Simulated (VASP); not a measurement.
# SnSe (F-43m) in VASP: further runs, part 2 of 2

VASP 6.6.1. Earlier steps stand in the parts before.

## 3. Relaxation of cell and atoms, PBEsol-based global hybrid with 25 % exact exchange

Contents of POSCAR:

```
SnSe
1.0
    0.0000000000      3.3908400000      3.3908400000
    3.3908400000      0.0000000000      3.3908400000
    3.3908400000      3.3908400000      0.0000000000
Sn Se
1 1
Direct
    0.0000000000      0.0000000000      0.0000000000
    0.7500000000      0.7500000000      0.7500000000
```

Contents of INCAR.step1:

```
PREC = Accurate ; ENCUT = 600
EDIFF = 1E-5 ; ISMEAR = -1
SIGMA = 0.05 ; LREAL = F
LASPH = T ; NELM = 80
ALGO = Normal ; LWAVE = T
LCHARG = F ; GGA = PE
NBANDS = 17
```

Contents of INCAR.step2:

```
PREC = Accurate ; ENCUT = 600
EDIFF = 1E-6 ; ISMEAR = -1
SIGMA = 0.05 ; LREAL = F
LASPH = T ; NELM = 80
ALGO = Normal ; ISIF = 3
LWAVE = F ; LCHARG = F
GGA = PS ; LHFCALC = T
AEXX = 0.25 ; PRECFOCK = Normal
IBRION = 2 ; NSW = 60
EDIFFG = -0.01 ; ISTART = 1
```

Contents of KPOINTS:

```
Automatic mesh
0
Gamma
  4 4 4
```

Potentials or basis: VASP PAW PBE potentials, release 64 (Sn_d, Se).

The run is started by

```
cat potpaw_PBE.64/Sn_d/POTCAR potpaw_PBE.64/Se/POTCAR > POTCAR
cp INCAR.step1 INCAR
mpirun -np 1 vasp_std > vasp.out
cp INCAR.step2 INCAR
mpirun -np 1 vasp_std > vasp.out
```

OUTCAR:

```text
PREC = Accurate
   ENCUT = 600
   EDIFF = 1E-6
   ISMEAR = -1
   LREAL = F
   LASPH = T
   NELM = 80
   ISIF = 3
   GGA = PS
   LHFCALC = T
   AEXX = 0.25
   PRECFOCK = Normal
   IBRION = 2
   NSW = 60
   EDIFFG = -0.01
   ISTART = 1

 ion  position               nearest neighbor table
   1  0.000  0.000  0.000-   2 2.94   2 2.94   2 2.94   2 2.94
   2  0.750  0.750  0.750-   1 2.94   1 2.94   1 2.94   1 2.94

  LATTYP: Found a face centered cubic cell.
 ALAT       =     6.7816800000

  Lattice vectors:

 A1 = (   0.0000000000,   3.3908400000,   3.3908400000)
 A2 = (   3.3908400000,   0.0000000000,   3.3908400000)
 A3 = (   3.3908400000,   3.3908400000,   0.0000000000)

Analysis of symmetry for initial positions (statically):
=====================================================================
 Subroutine PRICEL returns:
 Original cell was already a primitive cell.

 Routine SETGRP: Setting up the symmetry group for a
 face centered cubic supercell.

 Subroutine GETGRP returns: Found 24 space group operations
 (whereof 24 operations were pure point group operations)
 out of a pool of 48 trial point group operations.

The static configuration has the point symmetry T_d .

Analysis of symmetry for dynamics (positions and initial velocities):
=====================================================================
 Subroutine PRICEL returns:
 Original cell was already a primitive cell.

 Routine SETGRP: Setting up the symmetry group for a
 face centered cubic supercell.

 Subroutine GETGRP returns: Found 24 space group operations
 (whereof 24 operations were pure point group operations)
[... 100 lines left out ...]
   ISMEAR =    -1;   SIGMA  =   0.05  broadening in eV -4-tet -1-fermi 0-gaus
   EFERMI_NEDOS =   21; number of points for ismear=-14 and -15
   IALGO  =     38    algorithm
   IMIX   =      1    mixing-type and parameters
     AMIX     =   0.40;   BMIX     =  1.00
     AMIX_MAG =   1.60;   BMIX_MAG =  1.00
  volume/ion in A,a.u.               =      38.99       263.10
  Fermi-wavevector in a.u.,A,eV,Ry     =   1.040162  1.965621 14.720638  1.081936
  Thomas-Fermi vector in A             =   2.174725
   LORBIT       =      0    0 simple, 1 ext, 2 COOP (PROOUT), +10 PAW based schemes
   GGA     = PS    functional components
   LHFCALC =     T    Hartree Fock is set to
   PRECFOCK=normal    Normal, Fast or Accurate (Low or Medium for compatibility)
   ENCUT4O =  -1.0   cutoff for four orbital integrals eV
   NKREDX  =     1    reduce k-point grid by
   NKREDY  =     1    reduce k-point grid by
   NKREDZ  =     1    reduce k-point grid by
   AEXX    =    0.2500 exact exchange contribution
   HFSCREEN=    0.0000 screening length (either q_TF or 0.3 A-1)
   HFSCREENC=   0.0000 screening length for correlation (either q_TF or 0.3 A-1)
   ENCUTFOCK=  -1.0 apply spherical cutoff to Coloumb kernel
   IVDW    =     0    specifies the selected vdW correction
   LEPSILON=     F    determine dielectric tensor
   LRPA    =     F    only Hartree local field effects (RPA)
 conjugate gradient relaxation of ions
 non-spin polarized calculation
  energy-cutoff  :      600.00
  volume of cell :       77.97
 maximum number of plane-waves:      2637
 NGX is ok and might be reduce to    40
  NGX = 30; NGY = 30; NGZ = 30

--------------------------------------- Ionic step        1  -------------------------------------------

 number of electron      20.0000003 magnetization

 Free energy of the ion-electron system (eV)
  ---------------------------------------------------
  ext. energy  EPLUGINS =         0.00000000
  ---------------------------------------------------
  free energy    TOTEN  =       -10.61011537 eV

  energy without entropy =      -10.61010695  energy(sigma->0) =      -10.61011116

------------------------ aborting loop because EDIFF is reached ----------------------------------------

  FORCE on cell =-STRESS in cart. coord.  units (eV):
  Direction    XX          YY          ZZ          XY          YZ          ZX
  --------------------------------------------------------------------------------------
  -------------------------------------------------------------------------------------
  Total       -0.9194410     -0.9194410     -0.9194410      0.0000000      0.0000000     -0.0000000
  in kB      -18.8922011    -18.8922011    -18.8922011      0.0000000      0.0000000     -0.0000000
  external PRESSURE =     -18.8922011 kB  Pullay stress =       0.0000000 kB
[... 59 lines left out ...]
--------------------------------------- Ionic step        3  -------------------------------------------

 number of electron      19.9999999 magnetization

 Free energy of the ion-electron system (eV)
  ---------------------------------------------------
  ext. energy  EPLUGINS =         0.00000000
  ---------------------------------------------------
  free energy    TOTEN  =       -10.63766572 eV

  energy without entropy =      -10.63759748  energy(sigma->0) =      -10.63763160

 E-fermi :   3.1313     XC(G=0):  -6.4928

 val. band max:        2.7441380916   @ k =  -0.2500   0.5000   0.2500
 cond. band min:       3.4837978819   @ k =   0.5000   0.5000   0.0000
 fundamental gap:      0.7396597903
 Fermi energy:         3.1313058898

 k-point     1 :       0.0000    0.0000    0.0000
  band No.  band energies     occupation
      1     -21.4230      2.00000
      2     -21.4230      2.00000
      3     -21.4230      2.00000
      4     -21.4020      2.00000
      5     -21.4020      2.00000
      6     -12.3799      2.00000
      7      -3.1221      2.00000
      8      -0.1579      2.00000
      9      -0.1579      2.00000
     10      -0.1579      2.00000
     11       5.2026      0.00000
     12       5.2026      0.00000
     13       5.2026      0.00000
     14       8.4993      0.00000
[... 146 lines left out ...]
  FREE ENERGIE OF THE ION-ELECTRON SYSTEM (eV)
  ---------------------------------------------------
  free  energy   TOTEN  =       -10.6376657176 eV

  energy  without entropy=      -10.6375974753  energy(sigma->0) =      -10.63763160

 reached required accuracy - stopping structural energy minimisation
```

OSZICAR.step1:

```text
N       E                     dE             d eps       ncg     rms          rms(c)
DAV:   1     0.139318388872E+03    0.13932E+03   -0.10130E+04   272   0.135E+03
DAV:   2     0.705534205980E+01   -0.13226E+03   -0.12886E+03   296   0.338E+02
DAV:   3    -0.763870206044E+01   -0.14694E+02   -0.14503E+02   309   0.101E+02
DAV:   4    -0.809876585520E+01   -0.46006E+00   -0.45926E+00   333   0.192E+01
DAV:   5    -0.811236359020E+01   -0.13598E-01   -0.13597E-01   353   0.321E+00    0.325E+00
DAV:   6    -0.776573862146E+01    0.34662E+00   -0.10179E+00   387   0.462E+00    0.200E+00
DAV:   7    -0.776678411035E+01   -0.10455E-02   -0.90234E-02   290   0.130E+00    0.105E+00
DAV:   8    -0.776906936941E+01   -0.22853E-02   -0.15198E-02   355   0.995E-01    0.151E-01
DAV:   9    -0.776859556468E+01    0.47380E-03   -0.68906E-03   353   0.456E-01    0.903E-02
DAV:  10    -0.776893051581E+01   -0.33495E-03   -0.12140E-03   295   0.159E-01    0.420E-02
DAV:  11    -0.776897576998E+01   -0.45254E-04   -0.22649E-04   285   0.787E-02    0.150E-02
DAV:  12    -0.776899508165E+01   -0.19312E-04   -0.13279E-04   295   0.586E-02    0.832E-03
DAV:  13    -0.776899411191E+01    0.96973E-06   -0.36676E-05   296   0.244E-02
   1 F= -.77689941E+01 E0= -.77648991E+01  d E =-.819000E-02
```

Wall time 1.6 h (1 thread of Intel Xeon 8259CL, shared host); peak memory 0.29 GiB.

What came out:

```
Free energy                           : -10.6377 eV
Relaxed volume                        : 36.77 Å³/atom
Relaxed cell                          : a = 4.703 Å, b = 4.703 Å, c = 4.703 Å, α = 60.00°, β = 60.00°, γ = 60.00°
Space group after relaxing (to 0.1 Å) : F-43m (No. 216)
Energy gained by relaxing             : 13.8 meV/atom
Ionic steps                           : 3
Pressure after relaxing               : 0.0 GPa
Band gap on the k mesh                : 0.74 eV (least direct gap 1.59 eV)
```

Step by step:
```
step  energy change (eV)  largest force (eV/Å)  pressure (GPa)  volume (Å³)
   1              0.0000                0.0000           -1.89        77.97
   2             -0.0269                0.0000            0.33        72.90
   3             -0.0276                0.0000           -0.01        73.54
```

Final structure:
```cif
data_structure
_symmetry_space_group_name_H-M 'P 1'
_symmetry_Int_Tables_number 1
_cell_length_a 4.7027
_cell_length_b 4.7027
_cell_length_c 4.7027
_cell_angle_alpha 60.000
_cell_angle_beta 60.000
_cell_angle_gamma 60.000
_cell_volume 73.54
loop_
_atom_site_label
_atom_site_type_symbol
_atom_site_fract_x
_atom_site_fract_y
_atom_site_fract_z
_atom_site_occupancy
Sn1 Sn 0.00000 0.00000 0.00000 1
Se1 Se 0.75000 0.75000 0.75000 1
```

Levels at points of the mesh, in eV from the valence-band top:
| k point | band 7 | band 8 | band 9 | band 10 | band 11 | band 12 | band 13 | band 14 |
| --- | --- | --- | --- | --- | --- | --- | --- | --- |
| (0.00, 0.00, 0.00) | -5.87 | -2.90 | -2.90 | -2.90 | 2.46 | 2.46 | 2.46 | 5.76 |
| (0.50, 0.00, 0.00) | -8.31 | -3.51 | -3.51 | -2.58 | 3.28 | 3.28 | 4.58 | 7.32 |
| (0.50, 0.50, 0.00) | -8.62 | -4.32 | -4.32 | -0.85 | 0.74 | 5.80 | 5.80 | 6.66 |

Caveat: the PAW data sets were made with another functional, which shifts forces and pressure a little; spin-orbit coupling is left out, which moves the levels of the heavy elements. A k mesh can miss the band edges.
